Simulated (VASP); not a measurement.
A run of VASP 6.6.1 is set up as follows.

File INCAR:

```
PREC     = Accurate       # precision mode
ENCUT    = 500            # plane-wave cutoff, eV
EDIFF    = 1E-6           # SCF threshold, eV
ISMEAR   = 0              # smearing method
SIGMA    = 0.02           # smearing width, eV
LREAL    = F              # projectors in reciprocal space
LASPH    = T              # aspherical terms in the spheres
NELM     = 120            # most SCF steps
ALGO     = Normal         # electronic algorithm
ISIF     = 2              # what is computed and relaxed
LWAVE    = F              # write WAVECAR
LCHARG   = T              # write CHGCAR
GGA      = PE             # functional
LELF     = T              # ELF
LVHAR    = T            
NBANDS   = 11             # bands
GGA_COMPAT= F
```

Contents of KPOINTS:

```
Automatic mesh
0
Gamma
  8 8 8
```

File POSCAR:

```
Si
1.0
    0.0000000000      2.7347613815      2.7347613815
    2.7347613815      0.0000000000      2.7347613815
    2.7347613815      2.7347613815      0.0000000000
Si
2
Direct
    0.0000000000      0.0000000000      0.0000000000
    0.2500000000      0.2500000000      0.2500000000
```

Potentials or basis: VASP PAW PBE potentials, release 64 (Si).

The run is started by

```console
$ cat potpaw_PBE.64/Si/POTCAR > POTCAR
$ mpirun -np 1 vasp_std > vasp.out
```

(1) Predict the pressure.

(2) Estimate the band gap on the k mesh.

Results:

(1) 0.0 GPa.

(2) 0.65 eV, indirect (least direct gap 2.56 eV).
